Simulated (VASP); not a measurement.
The system is Mg13Zn3O16.

```
CELL_PARAMETERS angstrom
8.44808 0.00000 0.00000
0.00000 8.44808 0.00000
0.00000 0.00000 8.44808
ATOMIC_POSITIONS crystal
O 0.24915 0.99975 0.99574
O 0.24954 0.00054 0.50243
O 0.25027 0.50377 0.99819
O 0.25309 0.49799 0.50094
O 0.74810 0.99994 0.99506
O 0.74714 0.00040 0.49880
O 0.75049 0.50064 0.00048
O 0.75249 0.50046 0.50206
O 0.00051 0.24806 0.99924
O 0.99800 0.25047 0.49981
O 0.99527 0.75085 0.00142
O 0.00223 0.75048 0.49745
O 0.49876 0.25188 0.00099
O 0.50253 0.25090 0.49833
O 0.50269 0.75378 0.00327
O 0.49695 0.75224 0.49624
O 0.00070 0.00000 0.24766
O 0.99916 0.00088 0.75151
O 0.00229 0.50173 0.24648
O 0.00064 0.49661 0.75135
O 0.49704 0.00352 0.24940
O 0.49704 0.00132 0.75417
O 0.49718 0.49926 0.24830
O 0.50105 0.50426 0.75054
O 0.24530 0.24987 0.24759
O 0.24730 0.25095 0.74514
O 0.25231 0.75053 0.25172
O 0.24774 0.74931 0.74588
O 0.74842 0.24830 0.24800
O 0.74679 0.24957 0.74790
O 0.75020 0.74979 0.24978
O 0.74850 0.74977 0.74848
Zn 0.99981 0.00324 0.99864
Zn 0.24958 0.25336 0.99907
Zn 0.24916 0.75292 0.99977
Zn 0.75111 0.25433 0.99872
Zn 0.75298 0.99454 0.75072
Zn 0.50039 0.24593 0.25186
Mg 0.00191 0.00246 0.49936
Mg 0.99989 0.50058 0.99662
Mg 0.00117 0.50085 0.50454
Mg 0.49872 0.00098 0.00007
Mg 0.50184 0.00393 0.49710
Mg 0.49776 0.49592 0.00089
Mg 0.50100 0.50029 0.50308
Mg 0.24647 0.24820 0.50053
Mg 0.24984 0.74957 0.50196
Mg 0.75035 0.25104 0.49965
Mg 0.75346 0.74821 0.99978
Mg 0.74689 0.75139 0.49877
Mg 0.24866 0.00163 0.24916
Mg 0.24548 0.99569 0.74885
Mg 0.24895 0.49529 0.24594
Mg 0.24988 0.50163 0.75287
Mg 0.75087 0.00012 0.25149
Mg 0.75205 0.49570 0.25138
Mg 0.75219 0.49707 0.74736
Mg 0.00104 0.25020 0.25078
Mg 0.00189 0.25609 0.74825
Mg 0.99676 0.75133 0.24973
Mg 0.00032 0.75109 0.74852
Mg 0.49720 0.24622 0.75363
Mg 0.49985 0.74760 0.24779
Mg 0.49866 0.74904 0.75118
```

- Program: VASP 6.6.1
- Task: relaxation of volume and atoms at fixed shape
- Functional: PBEsol
- Potentials or basis: VASP PAW PBE potentials, release 64 (O, Zn, Mg)
- Cutoff: 700 eV
- k mesh: 1 × 1 × 1, shifted
- Occupations: fermi-dirac, width 0.05 eV
- Spin: no spin polarisation

At the start: pressure 0.0 GPa; volume 9.42 Å³/atom.

Question: How do energy, volume and symmetry change on relaxing?

Answer: Over 8 steps the energy falls by 7.6 meV/atom and the volume is 9.40 Å³/atom (-0.2 %); space group P1 (No. 1, to 0.1 Å) before and after.

Step by step:
```csv
step,energy change (eV),largest force (eV/Å),pressure (GPa),volume (Å³)
1,0.0000,0.9654,0.02,602.94
2,-0.3989,0.2708,-0.34,603.03
3,-0.4074,0.2876,-0.37,603.04
4,-0.4663,0.1307,0.11,601.08
5,-0.4734,0.0908,0.37,600.12
6,-0.4821,0.0516,-0.13,601.93
7,-0.4823,0.0494,-0.22,602.25
8,-0.4852,0.0296,-0.01,601.46
```

Final structure:
```
CELL_PARAMETERS angstrom
8.44118 0.00000 0.00000
0.00000 8.44118 0.00000
0.00000 0.00000 8.44118
ATOMIC_POSITIONS crystal
O 0.25207 0.00023 0.99997
O 0.24989 0.00051 0.49888
O 0.25037 0.50081 0.00003
O 0.25014 0.50010 0.49926
O 0.74661 0.99802 0.00195
O 0.74889 0.00010 0.49596
O 0.74962 0.50315 0.00020
O 0.74948 0.49995 0.49926
O 0.99945 0.25307 0.99901
O 0.99939 0.25032 0.50005
O 0.99623 0.74775 0.99906
O 0.99928 0.75027 0.49968
O 0.49969 0.25018 0.99707
O 0.50002 0.24995 0.50334
O 0.50315 0.75045 0.99950
O 0.50005 0.75021 0.50018
O 0.99983 0.00025 0.25186
O 0.00228 0.00026 0.74707
O 0.00019 0.50028 0.24912
O 0.00005 0.50007 0.74992
O 0.49911 0.99748 0.24910
O 0.49600 0.99988 0.75005
O 0.49974 0.50268 0.24945
O 0.49935 0.50001 0.75061
O 0.24665 0.25007 0.25248
O 0.24905 0.25009 0.74632
O 0.24937 0.75040 0.25257
O 0.24933 0.75014 0.74641
O 0.75292 0.25021 0.25260
O 0.74979 0.25250 0.74682
O 0.75013 0.75016 0.24963
O 0.74961 0.74721 0.74922
Zn 0.99913 0.00014 0.99973
Zn 0.24944 0.25072 0.99875
Zn 0.25010 0.75033 0.99974
Zn 0.74945 0.25105 0.99930
Zn 0.74886 0.99949 0.74873
Zn 0.49960 0.24996 0.25056
Mg 0.99940 0.00027 0.49936
Mg 0.99999 0.50057 0.99954
Mg 0.99994 0.50017 0.49955
Mg 0.49950 0.00091 0.99975
Mg 0.49938 0.00020 0.49963
Mg 0.49994 0.50003 0.00016
Mg 0.49985 0.49995 0.49986
Mg 0.24960 0.25017 0.49954
Mg 0.24983 0.75052 0.49937
Mg 0.74968 0.24981 0.49964
Mg 0.74968 0.75067 0.99953
Mg 0.74966 0.75026 0.49933
Mg 0.24941 0.00062 0.24875
Mg 0.24905 0.00021 0.75002
Mg 0.25002 0.49975 0.24929
Mg 0.24985 0.50031 0.74989
Mg 0.74942 0.00065 0.24886
Mg 0.74982 0.49966 0.24942
Mg 0.74956 0.50001 0.74991
Mg 0.99968 0.25002 0.24875
Mg 0.99929 0.24966 0.75002
Mg 0.99980 0.75034 0.24914
Mg 0.99956 0.75053 0.74987
Mg 0.49958 0.24981 0.75016
Mg 0.49967 0.75031 0.24944
Mg 0.49948 0.75041 0.75022
```

Caveat: the PAW data sets were made with another functional, which shifts forces and pressure a little.
